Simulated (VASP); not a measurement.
Set up this calculation in VASP 6.6.1, as the native input.

```
Task                   : single point
Functional             : PBE
Potentials or basis    : VASP PAW PBE potentials, release 64 (W_sv, Se)
Cutoff                 : 520 eV
k mesh                 : 12 × 12 × 2
Occupations            : fermi-dirac, width 0.02 eV
Spin                   : no spin polarisation
Dipole correction      : no
Further INCAR settings : ALGO = Normal; EDIFF = 1e-06; NBANDS = 35
```

The structure of WSe2 lies in POSCAR:

```
WSe2
1.0
    3.3656607951      0.0000000000      0.0000000000
   -1.6828303975      2.9147477491      0.0000000000
    0.0000000000      0.0000000000     13.4116749259
W Se
2 4
Direct
    0.3333333333      0.6666666667      0.2500000000
    0.6666666667      0.3333333333      0.7500000000
    0.6666666667      0.3333333333      0.3726634807
    0.6666666667      0.3333333333      0.1273365193
    0.3333333333      0.6666666667      0.8726634807
    0.3333333333      0.6666666667      0.6273365193
```

This cell differs from its parent crystal: strain +2.0%.

One way to write it, as run:

INCAR

```
SYSTEM = WSe2
  PREC = Accurate
  ENCUT = 520
  EDIFF = 1E-6
  ISMEAR = -1
  SIGMA = 0.02
  LREAL = .FALSE.
  LASPH = .TRUE.
  NELM = 100
  ALGO = Normal
  ISIF = 2
  LWAVE = .FALSE.
  LCHARG = .FALSE.
  GGA = PE
  NBANDS = 35
```

KPOINTS

```
Automatic mesh
0
G
  12 12 2
  0 0 0
```

Potentials or basis: VASP PAW PBE potentials, release 64 (W_sv, Se).

The run is started by

```console
$ cat potpaw_PBE.64/W_sv/POTCAR potpaw_PBE.64/Se/POTCAR > POTCAR
$ mpirun -np 1 vasp_std > vasp.out
```

Results of the run:

* Pressure: 0.1 GPa
* Largest force: 0.291 eV/Å
* Band gap on the k mesh: 0.98 eV, indirect (least direct gap 1.29 eV)

Caveat: the cell differs from its parent crystal (strain +2.0%); spin-orbit coupling is left out, which moves the levels of the heavy elements; this functional lacks dispersion, which binds the layers, so the pressure and a relaxed spacing across them are unreliable.

Wall time 110 s on 1 thread of Intel Xeon 6975P-C (shared host), peak memory 0.34 GiB.
